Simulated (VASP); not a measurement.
# S (I4/mmm) in VASP: notebook

Runs on S. Level: LDA. Tasks: single point.

Everything below comes from runs of VASP 6.6.1. Logs are shortened: lines on timing, memory, paths and dates and some standing lists are left out, and cuts for length are marked.

**1. The cell of the first run**

It takes space group I4/mmm (No. 139, tetragonal). Conventional cell: a = 2.820 Å, b = 2.820 Å, c = 3.909 Å, α = 90.00°, β = 90.00°, γ = 90.00°. Within 3.7 Å of S (site symmetry 4/mmm) lie 12 S at 2.79 to 2.82 Å.

**2. Single point, LDA (strain -0.0200 x Voigt [0, 1, 0, 0, 0, 0])**

The input, INCAR:

```
PREC = Accurate ; ENCUT = 520
EDIFF = 1E-6 ; ISMEAR = 0
SIGMA = 0.15 ; LREAL = False
LASPH = True ; NELM = 80
ALGO = Normal ; ISIF = 2
LWAVE = False ; LCHARG = True
GGA = CA ; LELF = True
LVHAR = True ; NBANDS = 9
```

The input, KPOINTS:

```
Automatic mesh
0
Gamma
  20 20 20
```

The input, POSCAR:

```
S
1.0
    0.0000000000      1.9544633371      1.9943503440
    1.9943503440      0.0000000000      1.9943503440
    1.9943503440      1.9544633371      0.0000000000
S
1
Direct
    0.0000000000      0.0000000000      0.0000000000
```

Potentials or basis: VASP PAW LDA potentials, release 64 (S).

The run is started by

```bash
> cat potpaw_LDA.64/S/POTCAR > POTCAR
> mpirun -np 1 vasp_std > vasp.out
```

OUTCAR:

```text
PREC = Accurate
   ENCUT = 520
   EDIFF = 1E-6
   ISMEAR = 0
   LREAL = False
   LASPH = True
   NELM = 80
   ISIF = 2
   GGA = CA

 ion  position               nearest neighbor table
   1  0.000  0.000  0.000-

  LATTYP: Found a body centered tetragonal cell.
 ALAT       =     2.8204373046
 C/A-ratio  =     1.3859292911

  Lattice vectors:

 A1 = (   0.0000000000,  -1.9544633371,   1.9943503440)
 A2 = (   0.0000000000,  -1.9544633371,  -1.9943503440)
 A3 = (   1.9943503440,   1.9544633371,   0.0000000000)

Analysis of symmetry for initial positions (statically):
=====================================================================
 Subroutine PRICEL returns:
 Original cell was already a primitive cell.

 Routine SETGRP: Setting up the symmetry group for a
 body centered tetragonal supercell.

 Subroutine GETGRP returns: Found 16 space group operations
 (whereof 16 operations were pure point group operations)
 out of a pool of 16 trial point group operations.

The static configuration has the point symmetry D_4h.

Analysis of symmetry for dynamics (positions and initial velocities):
=====================================================================
 Subroutine PRICEL returns:
 Original cell was already a primitive cell.

 Routine SETGRP: Setting up the symmetry group for a
 body centered tetragonal supercell.

 Subroutine GETGRP returns: Found 16 space group operations
 (whereof 16 operations were pure point group operations)
 out of a pool of 16 trial point group operations.

The dynamic configuration has the point symmetry D_4h.

 Subroutine INISYM returns: Found 16 space group operations
 (whereof 16 operations are pure point group operations),
 and found     1 'primitive' translations

----------------------------------------------------------------------------------------

                                     Primitive cell

  volume of cell :      15.5475

  direct lattice vectors                    reciprocal lattice vectors
     0.000000000  1.954463337  1.994350344    -0.250708208  0.255824702  0.250708208
     1.994350344  0.000000000  1.994350344     0.250708208 -0.255824702  0.250708208
     1.994350344  1.954463337  0.000000000     0.250708208  0.255824702 -0.250708208

  length of vectors
     2.792375374  2.820437305  2.792375374     0.437213322  0.437213322  0.437213322

  position of ions in fractional coordinates (direct lattice)
     0.000000000  0.000000000  0.000000000

  ion indices of the primitive-cell ions
   primitive index   ion index
                 1           1

----------------------------------------------------------------------------------------

 KPOINTS: Automatic mesh

Automatic generation of k-mesh.
 Grid dimensions read from file:
 generate k-points for:   20   20   20

 Generating k-lattice:

  Cartesian coordinates                     Fractional coordinates (reciprocal lattice)
    -0.012535410  0.012791235  0.012535410     0.050000000  0.000000000  0.000000000
     0.012535410 -0.012791235  0.012535410     0.000000000  0.050000000  0.000000000
     0.012535410  0.012791235 -0.012535410     0.000000000  0.000000000  0.050000000

  Length of vectors
     0.021860666  0.021860666  0.021860666

  Shift w.r.t. Gamma in fractional coordinates (k-lattice)
     0.000000000  0.000000000  0.000000000

 Subroutine IBZKPT returns following result:
 ===========================================

 Found    641 irreducible k-points:

 Following reciprocal coordinates:
            Coordinates               Weight
  0.000000  0.000000  0.000000      1.000000
  0.050000  0.000000 -0.000000      8.000000
  0.100000  0.000000 -0.000000      8.000000
  0.150000  0.000000 -0.000000      8.000000
  0.200000  0.000000 -0.000000      8.000000
  0.250000  0.000000  0.000000      8.000000
[... 16 lines left out ...]
 -0.400000  0.050000  0.000000     16.000000
 -0.350000  0.050000  0.000000     16.000000
 [... further k-points ...]
   k-points           NKPTS =    641   k-points in BZ     NKDIM =    641   number of bands    NBANDS=      9
   number of dos      NEDOS =    301   number of ions     NIONS =      1
   total plane-waves  NPLWV =  13824
   dimension x,y,z NGX =    24 NGY =   24 NGZ =   24
   dimension x,y,z NGXF=    48 NGYF=   48 NGZF=   48
   ions per type =               1
   NGX,Y,Z   is equivalent  to a cutoff of  14.29, 14.15, 14.29 a.u.
   NGXF,Y,Z  is equivalent  to a cutoff of  28.58, 28.29, 28.58 a.u.
 SYSTEM =  unknown system
   PREC   = accura    normal or accurate (medium, high low for compatibility)
   ISTART =      0    job   : 0-new  1-cont  2-samecut
   ICHARG =      2    charge: 1-file 2-atom 10-const
   ISPIN  =      1    spin polarized calculation?
   LNONCOLLINEAR =      F non collinear calculations
   LSORBIT =      F    spin-orbit coupling
   LASPH  =      T    aspherical Exc in radial PAW
   ENCUT  =  520.0 eV  38.22 Ry    6.18 a.u.   5.19  5.24  5.19*2*pi/ulx,y,z
   NELM   =     80;   NELMIN=  2; NELMDL= -5     # of ELM steps
   EDIFF  = 0.1E-05   stopping-criterion for ELM
   LREAL  =      F    real-space projection
   EDIFFG = 0.1E-04   stopping-criterion for IOM
   NSW    =      0    number of steps for IOM
   IBRION =     -1    ionic relax: 0-MD 1-quasi-New 2-CG
   NFREE  =      0    steps in history (QN), initial steepest desc. (CG)
   ISIF   =      2    stress and relaxation
   ISYM   =      2    0-nonsym 1-usesym 2-fastsym
   POTIM  = 0.5000    time-step for ionic-motion
   TEBEG  =    0.0;   TEEND  =   0.0 temperature during run
   PSTRESS=    0.0 pullay stress
   NELECT =       6.0000    total number of electrons
   NUPDOWN=      -1.0000    fix difference up-down
   EMIN   =  10.00;   EMAX   =-10.00  energy-range for DOS
   EFERMI =   0.00;   METHOD = LEGACY
   ISMEAR =     0;   SIGMA  =   0.15  broadening in eV -4-tet -1-fermi 0-gaus
   EFERMI_NEDOS =   21; number of points for ismear=-14 and -15
   IALGO  =     38    algorithm
   IMIX   =      4    mixing-type and parameters
     AMIX     =   0.40;   BMIX     =  1.00
     AMIX_MAG =   1.60;   BMIX_MAG =  1.00
  volume/ion in A,a.u.               =      15.55       104.92
  Fermi-wavevector in a.u.,A,eV,Ry     =   1.191896  2.252357 19.328662  1.420617
  Thomas-Fermi vector in A             =   2.327947
   LORBIT       =      0    0 simple, 1 ext, 2 COOP (PROOUT), +10 PAW based schemes
   GGA     = CA    functional components
   LHFCALC =     F    Hartree Fock is set to
   AEXX    =    0.0000 exact exchange contribution
   IVDW    =     0    specifies the selected vdW correction
   LEPSILON=     F    determine dielectric tensor
   LRPA    =     F    only Hartree local field effects (RPA)
 non-spin polarized calculation
 Gauss-broadening in eV      SIGMA  =   0.15
  energy-cutoff  :      520.00
  volume of cell :       15.55
 maximum number of plane-waves:       436
 NGX is ok and might be reduce to    24
   NGX = 11   NGY = 11   NGZ = 11

 number of electron       5.9999999 magnetization

 Free energy of the ion-electron system (eV)
  ---------------------------------------------------
  ext. energy  EPLUGINS =         0.00000000
  ---------------------------------------------------
  free energy    TOTEN  =        -3.68285712 eV

  energy without entropy =       -3.67395690  energy(sigma->0) =       -3.67840701

 E-fermi :   7.6110     XC(G=0): -11.4367

 val. band max:        7.6088208405   @ k =  -0.3500   0.3500   0.0500
 cond. band min:       7.6246719056   @ k =   0.3500   0.2500   0.0500
 fundamental gap:      0.0158510651
 Fermi energy:         7.6110479862

 k-point     1 :       0.0000    0.0000    0.0000
  band No.  band energies     occupation
      1      -9.2373      2.00000
      2      10.8911      0.00000
      3      10.8911      0.00000
      4      10.9017      0.00000
      5      19.6490      0.00000
      6      19.6490      0.00000
      7      19.9163      0.00000
      8      22.1105      0.00000
      9      24.8733      0.00000

 k-point     2 :       0.0500    0.0000   -0.0000
  band No.  band energies     occupation
      1      -9.1768      2.00000
      2      10.5445      0.00000
      3      10.8394      0.00000
      4      10.8560      0.00000
      5      19.5859      0.00000
      6      19.7579      0.00000
      7      19.9678      0.00000
      8      22.3074      0.00000
      9      24.6842      0.00000

 k-point     3 :       0.1000    0.0000   -0.0000
  band No.  band energies     occupation
      1      -8.9960      2.00000
      2       9.6084      0.00000
      3      10.6965      0.00000
      4      10.7394      0.00000
      5      19.2787      0.00000
      6      20.0396      0.00000
      7      20.2245      0.00000
      8      22.8927      0.00000
      9      24.2607      0.00000

 k-point     4 :       0.1500    0.0000   -0.0000
  band No.  band energies     occupation
      1      -8.6972      2.00000
      2       8.3110      0.00000
      3      10.4924      0.00000
      4      10.5722      0.00000
      5      18.8345      0.00000
      6      20.3405      0.00000
      7      20.5633      0.00000
      8      23.7428      0.00000
      9      23.8986      0.00000
[... 205 lines left out ...]
 k-point    22 :      -0.4500    0.0500    0.0000
  band No.  band energies     occupation
      1      -5.0515      2.00000
      2       0.2177      2.00000
      3       9.0995      0.00000
      4       9.6378      0.00000
      5      17.3458      0.00000
      6      18.6151      0.00000
      7      19.2669      0.00000
      8      25.1501      0.00000
      9      28.7931      0.00000

 k-point    23 :      -0.4000    0.0500    0.0000
  band No.  band energies     occupation
      1      -5.5340      2.00000
      2       0.9446      2.00000
      3       9.0943      0.00000
      4       9.7602      0.00000
      5      17.4251      0.00000
      6      18.8353      0.00000
      7      19.3796      0.00000
      8      25.2651      0.00000
      9      27.7230      0.00000

 k-point    24 :      -0.3500    0.0500    0.0000
  band No.  band energies     occupation
      1      -6.1954      2.00000
      2       2.0556      2.00000
      3       9.1477      0.00000
      4       9.9200      0.00000
      5      17.5694      0.00000
      6      19.1646      0.00000
      7      19.6429      0.00000
      8      25.3893      0.00000
      9      26.4352      0.00000

 [... further k-points ...]
[... 5 lines left out ...]
  --------------------------------------------------------------------------------------
  -------------------------------------------------------------------------------------
  Total       -0.4327743     -0.5955502     -0.4327743     -0.0000000     -0.0000000      0.0000000
  in kB      -44.5976100    -61.3717491    -44.5976100     -0.0000000     -0.0000000      0.0000000
  external PRESSURE =     -50.1889897 kB  Pullay stress =       0.0000000 kB

 VOLUME and BASIS-vectors are now :
 -----------------------------------------------------------------------------
  energy-cutoff  :      520.00
  volume of cell :       15.55
      direct lattice vectors                 reciprocal lattice vectors
     0.000000000  1.954463337  1.994350344    -0.250708208  0.255824702  0.250708208
     1.994350344  0.000000000  1.994350344     0.250708208 -0.255824702  0.250708208
     1.994350344  1.954463337  0.000000000     0.250708208  0.255824702 -0.250708208

 POSITION                                       TOTAL-FORCE (eV/Angst)
 -----------------------------------------------------------------------------------
      0.00000      0.00000      0.00000         0.000000      0.000000      0.000000
 -----------------------------------------------------------------------------------
    total drift:                                0.000000     -0.000000     -0.000000

  FREE ENERGIE OF THE ION-ELECTRON SYSTEM (eV)
  ---------------------------------------------------
  free  energy   TOTEN  =        -3.6828571226 eV

  energy  without entropy=       -3.6739568964  energy(sigma->0) =       -3.67840701
```

Run time: 98 s. Hardware: 1 thread of Intel Xeon 8259CL, shared host; peak memory 0.18 GiB.

What came out:

```yaml
Free_energy: -3.6829 eV
Pressure: -5.0 GPa
Band_gap_on_the_k_mesh: zero (bands 3 and 4 overlap by 6.02 eV)
```

Levels at points of the mesh, in eV from the Fermi level:
```csv
k point,band 1,band 2,band 3,band 4,band 5,band 6,band 7,band 8
"(0.00, 0.00, 0.00)",-16.85,3.28,3.28,3.29,12.04,12.04,12.31,14.50
"(0.50, 0.00, 0.00)",-12.60,-7.60,1.82,2.09,9.44,11.11,11.56,17.07
"(0.50, 0.50, 0.00)",-10.98,-6.63,-0.85,-0.66,5.35,5.84,22.13,23.19
"(0.50, 0.00, 0.50)",-10.71,-6.45,-1.02,-1.02,5.05,5.66,22.06,23.45
```

Caveat: the cell differs from its parent crystal (strain -0.0200 x Voigt [0, 1, 0, 0, 0, 0]); the cell stands under tension.

**3. Single point, LDA (strain -0.0100 x Voigt [0, 1, 0, 0, 0, 0])**

The input, INCAR:

```
PREC     = Accurate       # precision mode
ENCUT    = 520            # plane-wave cutoff, eV
EDIFF    = 1E-6           # SCF threshold, eV
ISMEAR   = 0              # smearing method
SIGMA    = 0.15           # smearing width, eV
LREAL    = F              # projectors in reciprocal space
LASPH    = T              # aspherical terms in the spheres
NELM     = 80             # most SCF steps
ALGO     = Normal         # electronic algorithm
ISIF     = 2              # what is computed and relaxed
LWAVE    = F              # write WAVECAR
LCHARG   = F              # write CHGCAR
GGA      = CA             # functional
NBANDS   = 9              # bands
```

KPOINTS is that of step 2.

The input, POSCAR:

```
S
1.0
    0.0000000000      1.9744068406      1.9943503440
    1.9943503440      0.0000000000      1.9943503440
    1.9943503440      1.9744068406      0.0000000000
S
1
Direct
    0.0000000000      0.0000000000      0.0000000000
```

Potentials or basis: VASP PAW LDA potentials, release 64 (S).

The run is started by

```bash
> cat potpaw_LDA.64/S/POTCAR > POTCAR
> mpirun -np 1 vasp_std > vasp.out
```

Wall time 87 s (1 thread of Intel Xeon 8259CL, shared host); peak memory 0.18 GiB.

It converged, with:

| Item | Value |
| --- | --- |
| Free energy | -3.6767 eV |
| Pressure | -5.8 GPa |
| Band gap on the k mesh | zero (bands 3 and 4 overlap by 5.87 eV) |

Stress tensor (GPa, compression positive):
```
-5.54  0.00  0.00
 0.00 -6.39  0.00
 0.00  0.00 -5.54
```

Levels at points of the mesh, in eV from the Fermi level:
| k point | band 1 | band 2 | band 3 | band 4 | band 5 | band 6 |
| --- | --- | --- | --- | --- | --- | --- |
| (0.00, 0.00, 0.00) | -16.74 | 3.23 | 3.23 | 3.24 | 12.08 | 12.08 |
| (0.50, 0.00, 0.00) | -12.56 | -7.50 | 1.86 | 1.99 | 9.43 | 11.22 |
| (0.50, 0.50, 0.00) | -10.92 | -6.52 | -0.84 | -0.74 | 5.33 | 5.85 |
| (0.50, 0.00, 0.50) | -10.79 | -6.43 | -0.92 | -0.92 | 5.18 | 5.76 |

Caveat: the cell differs from its parent crystal (strain -0.0100 x Voigt [0, 1, 0, 0, 0, 0]); the cell stands under tension.

**4. Single point, LDA (strain +0.0150 x Voigt [0, 1, 0, 0, 0, 0])**

The input, INCAR:

```
SYSTEM = S
PREC     = Accurate       ! precision mode
ENCUT    = 520            ! plane-wave cutoff, eV
EDIFF    = 1E-6           ! SCF threshold, eV
ISMEAR   = 0              ! smearing method
SIGMA    = 0.15           ! smearing width, eV
LREAL    = .False.        ! projectors in reciprocal space
LASPH    = .True.         ! aspherical terms in the spheres
NELM     = 100            ! most SCF steps
ALGO     = Normal         ! electronic algorithm
ISIF     = 2              ! what is computed and relaxed
LWAVE    = .False.        ! write WAVECAR
LCHARG   = .False.        ! write CHGCAR
NBANDS   = 9              ! bands
```

The input, KPOINTS:

```
Automatic mesh
0
Gamma
  20 20 20
  0 0 0
```

The input, POSCAR:

```
S
1.0
    0.0000000000      2.0242655992      1.9943503440
    1.9943503440      0.0000000000      1.9943503440
    1.9943503440      2.0242655992      0.0000000000
S
1
Direct
    0.0000000000      0.0000000000      0.0000000000
```

Potentials or basis: VASP PAW LDA potentials, release 64 (S).

The run is started by

```bash
> cat potpaw_LDA.64/S/POTCAR > POTCAR
> mpirun -np 1 vasp_std > vasp.out
```

OUTCAR:

```text
SYSTEM = S
   PREC = Accurate
   ENCUT = 520
   EDIFF = 1E-6
   ISMEAR = 0
   LREAL = .False.
   LASPH = .True.
   NELM = 100
   ISIF = 2

 ion  position               nearest neighbor table
   1  0.000  0.000  0.000-

  LATTYP: Found a body centered tetragonal cell.
 ALAT       =     2.8204373046
 C/A-ratio  =     1.4354267658

  Lattice vectors:

 A1 = (   0.0000000000,  -2.0242655992,   1.9943503440)
[... 193 lines left out ...]
      9      24.3562      0.00000
[... 265 lines left out ...]
 k-point    24 :      -0.3500    0.0500   -0.0000
  band No.  band energies     occupation
      1      -6.4994      2.00000
      2       1.7511      2.00000
      3       8.6498      0.00000
      4       9.1705      0.00000
      5      16.9405      0.00000
      6      18.6998      0.00000
      7      18.9687      0.00000
      8      24.6973      0.00000
      9      25.7644      0.00000

 [... further k-points ...]
[... 5 lines left out ...]
  --------------------------------------------------------------------------------------
  -------------------------------------------------------------------------------------
  Total       -0.8105678     -0.6796740     -0.8105678      0.0000000      0.0000000      0.0000000
  in kB      -80.6491001    -67.6255518    -80.6491001      0.0000000      0.0000000      0.0000000
  external PRESSURE =     -76.3079173 kB  Pullay stress =       0.0000000 kB

 VOLUME and BASIS-vectors are now :
 -----------------------------------------------------------------------------
  energy-cutoff  :      520.00
  volume of cell :       16.10
      direct lattice vectors                 reciprocal lattice vectors
     0.000000000  2.024265599  1.994350344    -0.250708208  0.247003160  0.250708208
     1.994350344  0.000000000  1.994350344     0.250708208 -0.247003160  0.250708208
     1.994350344  2.024265599  0.000000000     0.250708208  0.247003160 -0.250708208

 POSITION                                       TOTAL-FORCE (eV/Angst)
 -----------------------------------------------------------------------------------
      0.00000      0.00000      0.00000        -0.000000      0.000000     -0.000000
 -----------------------------------------------------------------------------------
    total drift:                                0.000000      0.000000      0.000000

  FREE ENERGIE OF THE ION-ELECTRON SYSTEM (eV)
  ---------------------------------------------------
  free  energy   TOTEN  =        -3.6605487459 eV

  energy  without entropy=       -3.6510425876  energy(sigma->0) =       -3.65579567
```

stdout:

```text
POSCAR found type information on POSCAR S
 POSCAR found :  1 types and       1 ions
 scaLAPACK will be used
 LDA part: xc-table for (Slater(with rela. corr.)+CA(PZ))
 , standard interpolation
 POSCAR, INCAR and KPOINTS ok, starting setup
 FFT: planning ... GRIDC
 FFT: planning ... GRID_SOFT
 FFT: planning ... GRID
 WAVECAR not read
 entering main loop
```

Run time: 71 s. Hardware: 1 thread of Intel Xeon 8259CL, shared host; peak memory 0.19 GiB.

What came out:

| Quantity | Value |
| --- | --- |
| Free energy | -3.6605 eV |
| Pressure | -7.6 GPa |
| Band gap on the k mesh | zero (bands 3 and 4 overlap by 5.62 eV) |

Stress tensor (GPa, compression positive):
```
-8.06  0.00  0.00
 0.00 -6.76  0.00
 0.00  0.00 -8.06
```

Caveat: the cell differs from its parent crystal (strain +0.0150 x Voigt [0, 1, 0, 0, 0, 0]); the cell stands under tension.

**5. Overview**

```tsv
cell	gap on the mesh (eV)	pressure (GPa)
a = 2.792, b = 2.820 Å, angles 59.7, 60.7, 59.7°, 1 atom	none	-5.0
a = 2.806, b = 2.820 Å, angles 59.8, 60.3, 59.8°, 1 atom	none	-5.8
a = 2.842, b = 2.820 Å, angles 60.2, 59.5, 60.2°, 1 atom	none	-7.6
```

Alike in all rows: task single point; level LDA; potentials or basis VASP PAW LDA potentials, release 64 (S); no spin polarisation; k mesh 20 × 20 × 20; cutoff (eV) 520; smearing gaussian 0.15 eV.

Caveats: the cell stands under tension.

Absolute energies hang on the potentials; compare differences alone.
